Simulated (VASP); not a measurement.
# BiAs (CsCl type) (Pm-3m) in VASP: further runs, part 2 of 2

VASP 6.6.1.

### Step 3. Relaxation of cell and atoms, PBEsol

This run uses another cell than the first one, of 17.04 Å³/atom, 0.713 times its volume.

The input, INCAR:

```
SYSTEM = BiAs
ALGO = Normal
EDIFF = 1E-6
EDIFFG = -0.005
ENCUT = 600
GGA = PS
IBRION = 2
ISIF = 3
ISMEAR = -1
LASPH = .True.
LCHARG = .False.
LREAL = .False.
LWAVE = .False.
NELM = 100
NSW = 60
PREC = Accurate
SIGMA = 0.08
```

The input, KPOINTS:

```
k-points
0
Gamma
  12 12 12
  0 0 0
```

The input, POSCAR:

```
BiAs
1.0
    3.2421526358      0.0000000000      0.0000000000
    0.0000000000      3.2421526358      0.0000000000
    0.0000000000      0.0000000000      3.2421526358
Bi As
1 1
Direct
    0.0000000000      0.0000000000      0.0000000000
    0.5000000000      0.5000000000      0.5000000000
```

Potentials or basis: VASP PAW PBE potentials, release 64 (Bi_d, As).

Launch:

```console
$ cat potpaw_PBE.64/Bi_d/POTCAR potpaw_PBE.64/As/POTCAR > POTCAR
$ mpirun -np 1 vasp_std > vasp.out
```

OUTCAR:

```text
SYSTEM = BiAs
   EDIFF = 1E-6
   EDIFFG = -0.005
   ENCUT = 600
   GGA = PS
   IBRION = 2
   ISIF = 3
   ISMEAR = -1
   LASPH = .True.
   LREAL = .False.
   NELM = 100
   NSW = 60
   PREC = Accurate

 ion  position               nearest neighbor table
   1  0.000  0.000  0.000-   2 2.81   2 2.81   2 2.81   2 2.81   2 2.81   2 2.81   2 2.81   2 2.81

   2  0.500  0.500  0.500-   1 2.81   1 2.81   1 2.81   1 2.81   1 2.81   1 2.81   1 2.81   1 2.81

  LATTYP: Found a simple cubic cell.
 ALAT       =     3.2421526358

  Lattice vectors:

 A1 = (   3.2421526358,   0.0000000000,   0.0000000000)
 A2 = (   0.0000000000,   3.2421526358,   0.0000000000)
 A3 = (   0.0000000000,   0.0000000000,   3.2421526358)

Analysis of symmetry for initial positions (statically):
=====================================================================
 Subroutine PRICEL returns:
 Original cell was already a primitive cell.

 Routine SETGRP: Setting up the symmetry group for a
 simple cubic supercell.

 Subroutine GETGRP returns: Found 48 space group operations
 (whereof 48 operations were pure point group operations)
 out of a pool of 48 trial point group operations.

The static configuration has the point symmetry O_h .

Analysis of symmetry for dynamics (positions and initial velocities):
=====================================================================
 Subroutine PRICEL returns:
 Original cell was already a primitive cell.

 Routine SETGRP: Setting up the symmetry group for a
 simple cubic supercell.

 Subroutine GETGRP returns: Found 48 space group operations
 (whereof 48 operations were pure point group operations)
 out of a pool of 48 trial point group operations.

The dynamic configuration has the point symmetry O_h .

 Subroutine INISYM returns: Found 48 space group operations
 (whereof 48 operations are pure point group operations),
 and found     1 'primitive' translations

----------------------------------------------------------------------------------------

[... 84 lines left out ...]
   ISTART =      0    job   : 0-new  1-cont  2-samecut
   ICHARG =      2    charge: 1-file 2-atom 10-const
   ISPIN  =      1    spin polarized calculation?
   LNONCOLLINEAR =      F non collinear calculations
   LSORBIT =      F    spin-orbit coupling
   LASPH  =      T    aspherical Exc in radial PAW
   ENCUT  =  600.0 eV  44.10 Ry    6.64 a.u.   6.48  6.48  6.48*2*pi/ulx,y,z
   NELM   =    100;   NELMIN=  2; NELMDL= -5     # of ELM steps
   EDIFF  = 0.1E-05   stopping-criterion for ELM
   LREAL  =      F    real-space projection
   EDIFFG = -.5E-02   stopping-criterion for IOM
   NSW    =     60    number of steps for IOM
   IBRION =      2    ionic relax: 0-MD 1-quasi-New 2-CG
   NFREE  =      1    steps in history (QN), initial steepest desc. (CG)
   ISIF   =      3    stress and relaxation
   ISYM   =      2    0-nonsym 1-usesym 2-fastsym
   POTIM  = 0.5000    time-step for ionic-motion
   TEBEG  =    0.0;   TEEND  =   0.0 temperature during run
   PSTRESS=    0.0 pullay stress
   NELECT =      20.0000    total number of electrons
   NUPDOWN=      -1.0000    fix difference up-down
   EMIN   =  10.00;   EMAX   =-10.00  energy-range for DOS
   EFERMI =   0.00;   METHOD = LEGACY
   ISMEAR =    -1;   SIGMA  =   0.08  broadening in eV -4-tet -1-fermi 0-gaus
   EFERMI_NEDOS =   21; number of points for ismear=-14 and -15
   IALGO  =     38    algorithm
   IMIX   =      4    mixing-type and parameters
     AMIX     =   0.40;   BMIX     =  1.00
     AMIX_MAG =   1.60;   BMIX_MAG =  1.00
  volume/ion in A,a.u.               =      17.04       114.99
  Fermi-wavevector in a.u.,A,eV,Ry     =   1.370623  2.590102 25.560008  1.878608
  Thomas-Fermi vector in A             =   2.496393
   LORBIT       =      0    0 simple, 1 ext, 2 COOP (PROOUT), +10 PAW based schemes
   GGA     = PS    functional components
   LHFCALC =     F    Hartree Fock is set to
   AEXX    =    0.0000 exact exchange contribution
   IVDW    =     0    specifies the selected vdW correction
   LEPSILON=     F    determine dielectric tensor
   LRPA    =     F    only Hartree local field effects (RPA)
 conjugate gradient relaxation of ions
 non-spin polarized calculation
  energy-cutoff  :      600.00
  volume of cell :       34.08
 maximum number of plane-waves:      1157
 NGX is ok and might be reduce to    28
   NGX = 13   NGY = 13   NGZ = 13

--------------------------------------- Ionic step        1  -------------------------------------------

 number of electron      19.9999993 magnetization

 Free energy of the ion-electron system (eV)
  ---------------------------------------------------
  ext. energy  EPLUGINS =         0.00000000
  ---------------------------------------------------
  free energy    TOTEN  =        -7.27451257 eV

  energy without entropy =       -7.25402523  energy(sigma->0) =       -7.26426890

 E-fermi :  12.6701     XC(G=0): -12.5152

 val. band max:       12.6359322246   @ k =   0.3333   0.1667   0.0000
 cond. band min:      12.6870591308   @ k =   0.4167   0.3333   0.3333
 fundamental gap:      0.0511269062
 Fermi energy:        12.6700594565
[... 968 lines left out ...]
--------------------------------------- Ionic step        5  -------------------------------------------

 number of electron      19.9999985 magnetization

 Free energy of the ion-electron system (eV)
  ---------------------------------------------------
  ext. energy  EPLUGINS =         0.00000000
  ---------------------------------------------------
  free energy    TOTEN  =        -9.01409106 eV

  energy without entropy =       -8.98820370  energy(sigma->0) =       -9.00114738

 E-fermi :   7.6377     XC(G=0): -10.8362

 val. band max:        7.6368627521   @ k =   0.5000   0.2500   0.0833
 cond. band min:       7.6416833981   @ k =   0.2500   0.0833   0.0833
 fundamental gap:      0.0048206460
 Fermi energy:         7.6376682362
[... 437 lines left out ...]
  FREE ENERGIE OF THE ION-ELECTRON SYSTEM (eV)
  ---------------------------------------------------
  free  energy   TOTEN  =        -9.0140910636 eV

  energy  without entropy=       -8.9882036965  energy(sigma->0) =       -9.00114738

 reached required accuracy - stopping structural energy minimisation
```

OSZICAR:

```text
N       E                     dE             d eps       ncg     rms          rms(c)
DAV:   1     0.159639041286E+03    0.15964E+03   -0.11642E+04  2358   0.193E+03
DAV:   2     0.200761457444E+01   -0.15763E+03   -0.15463E+03  2544   0.429E+02
[... 48 lines left out ...]
DAV:   1    -0.902688685363E+01   -0.13587E-01   -0.36373E-01  2892   0.101E+01    0.599E-01
DAV:   2    -0.901613566152E+01    0.10751E-01   -0.20124E-02  2862   0.254E+00    0.248E-01
DAV:   3    -0.901404607859E+01    0.20896E-02   -0.92310E-03  3120   0.155E+00    0.325E-02
DAV:   4    -0.901407181582E+01   -0.25737E-04   -0.16002E-04  2412   0.136E-01    0.207E-02
DAV:   5    -0.901409040547E+01   -0.18590E-04   -0.37076E-05  2714   0.588E-02    0.574E-03
DAV:   6    -0.901409191133E+01   -0.15059E-05   -0.38942E-06  2784   0.220E-02    0.275E-03
DAV:   7    -0.901409106356E+01    0.84777E-06   -0.95186E-07  1544   0.982E-03
   5 F= -.90140911E+01 E0= -.90011474E+01  d E =-.173958E+01
```

CONTCAR:

```text
BiAs
   1.00000000000000
     3.6311008256693960    0.0000000000000000    0.0000000000000000
    -0.0000000000000000    3.6311008256693960    0.0000000000000000
    -0.0000000000000000   -0.0000000000000000    3.6311008256693960
  Bi              As
     1     1
Direct
     0.0000000000000000    0.0000000000000000    0.0000000000000000
     0.5000000000000000    0.5000000000000000    0.5000000000000000

  0.00000000E+00  0.00000000E+00  0.00000000E+00
  0.00000000E+00  0.00000000E+00  0.00000000E+00
```

Run time: 2.4 min. Hardware: 1 thread of Intel Xeon Platinum 8259CL at 2.50GHz (Skylake/Cascade Lake), shared host; peak memory 0.2 GiB.

Results:

```yaml
Free_energy: -9.0141 eV
Relaxed_volume: 23.94 Å³/atom
Relaxed_cell: a = 3.631 Å, b = 3.631 Å, c = 3.631 Å, α = 90.00°, β = 90.00°, γ = 90.00°
Space_group_after_relaxing_to_0.05_Å: Pm-3m (No. 221)
Energy_gained_by_relaxing: 869.8 meV/atom
Ionic_steps: 5
Pressure_after_relaxing: 0.0 GPa
Band_gap_on_the_k_mesh: zero (band 10 reaches 8.54 eV, above the bottom of band 11 at 4.98 eV)
```

Step by step:
```
step  energy change (eV)  largest force (eV/Å)  pressure (GPa)  volume (Å³)
   1              0.0000                0.0000           55.30        34.08
   2             -0.3885                0.0000          -12.28        72.10
   3             -1.7343                0.0000           -1.58        48.93
   4             -1.7388                0.0000           -0.62        48.28
   5             -1.7396                0.0000            0.01        47.88
```

Final structure:
```
Bi As
1.0
     3.63110    0.00000    0.00000
     0.00000    3.63110    0.00000
     0.00000    0.00000    3.63110
Bi As
1 1
Direct
  0.00000 0.00000 0.00000
  0.50000 0.50000 0.50000
```

Levels at points of the mesh, in eV from the Fermi level:
```tsv
k point	band 6	band 7	band 8	band 9	band 10	band 11	band 12	band 13	band 14
(0.00, 0.00, 0.00)	-14.34	-7.37	-1.99	-1.99	-1.99	3.79	5.95	5.95	5.95
(0.50, 0.00, 0.00)	-11.88	-11.39	-0.55	-0.39	0.37	0.37	1.62	1.62	5.50
(0.50, 0.50, 0.00)	-10.49	-10.06	-5.79	-5.79	0.90	3.15	3.97	3.97	6.60
(0.50, 0.50, 0.50)	-9.42	-9.42	-2.72	-2.72	-2.72	-2.66	-2.66	-2.66	15.51
```

Caveat: the volume moved by over 15 % at a fixed basis, so the end points are rough; the PAW data sets were made with another functional, which shifts forces and pressure a little; spin-orbit coupling is left out, which moves the levels of the heavy elements.
